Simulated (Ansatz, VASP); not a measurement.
## Ga3As3N2 in VASP and in Ansatz

The input INCAR:

```
SYSTEM = Ga3As3N2
PREC = Accurate
ENCUT = 520
EDIFF = 1E-7
ISMEAR = 0
SIGMA = 0.05
LREAL = .False.
LASPH = .True.
NELM = 60
ALGO = Normal
ISIF = 2
LWAVE = .False.
LCHARG = .False.
LDIPOL = .True.
IDIPOL = 3
DIPOL = 0.5 0.5 0.331
GGA = PE
IVDW = 12
NBANDS = 42
```

File KPOINTS:

```
Automatic mesh
0
Gamma
  7 5 1
  0 0 0
```

POSCAR

```
Ga3As3N2
1.0
    4.0137031116      0.0000000000      0.0000000000
    0.0000000000      5.6762333758      0.0000000000
    0.0000000000      0.0000000000     22.8852699092
Ga As N
3 3 2
Direct
    0.5000000000      0.5000000000      0.1747849169
    0.0000000000      0.0653835254      0.2732733389
    0.5000000000      0.4894639615      0.3292030243
    0.0000000000      0.2500000000      0.1747849169
    0.5000000000      0.8102208702      0.2554204538
    0.0000000000      0.2887573197      0.3664046761
    0.5000000000      1.0387573197      0.5149718555
    0.5000000000      1.0387573197      0.5630377077
```

Input for Ansatz:

```yaml
crystal:
  lattice:
    - [4.0137031116, 0.0, 0.0]
    - [0.0, 5.6762333758, 0.0]
    - [0.0, 0.0, 22.8852699092]
  atoms:
    - { symbol: Ga, position: [0.5, 0.5, 0.1747849169] }
    - { symbol: As, position: [0.0, 0.25, 0.1747849169] }
    - { symbol: Ga, position: [0.0, 0.0653835254, 0.2732733389] }
    - { symbol: As, position: [0.5, 0.8102208702, 0.2554204538] }
    - { symbol: Ga, position: [0.5, 0.4894639615, 0.3292030243] }
    - { symbol: As, position: [0.0, 0.2887573197, 0.3664046761] }
    - { symbol: "N", position: [0.5, 1.0387573197, 0.5149718555] }
    - { symbol: "N", position: [0.5, 1.0387573197, 0.5630377077] }
basis:
  ecutwfc: 420
kpoints:
  mp_grid: { grid: [7, 5, 1] }
hamiltonian:
  xc: pbe
  pseudopotentials: { kind: paw, azcp: { folder: soft_1 } }
  dispersion: d3bj
scf:
  occupations: { method: gaussian, width: 0.05 }
output:
  forces: true
  eigenvalues: true
efield:
  axis: 3
  dipole_correction: true
  ramp_width: 0.04
```

Alike in both runs: task single point; functional PBE; dispersion D3(BJ); k mesh 7 × 5 × 1; occupations gaussian, width 0.05 eV; no spin polarisation.

|  | VASP | Ansatz |
| --- | --- | --- |
| version | VASP 6.6.1 | Ansatz 0.2.0 |
| potentials or method | VASP PAW PBE potentials, release 64 (Ga_d, As, N), cutoff 520 eV | scalar-relativistic, plane waves, PAW |
| valence electrons in the cell | 64 | 94 |

Ansatz gave:

- gap on the k mesh at the Fermi level (eV): 0.41
- least direct gap on the mesh (eV): 0.76
- rms of the force components (eV/Å): 0.330

Problem. Which values does VASP return?

Solution. gap on the k mesh at the Fermi level (eV): 0.40; least direct gap on the mesh (eV): 0.76; rms of the force components (eV/Å): 0.693.

One of these differences is far larger than is usual between the two programs; its cause wasn't traced. VASP's potentials hold 64 valence electrons a cell and Ansatz's 94, so a difference there can come from the potentials and not from the codes.

Noted on VASP's run: the standard files for N, O and F lose accuracy on very short bonds.
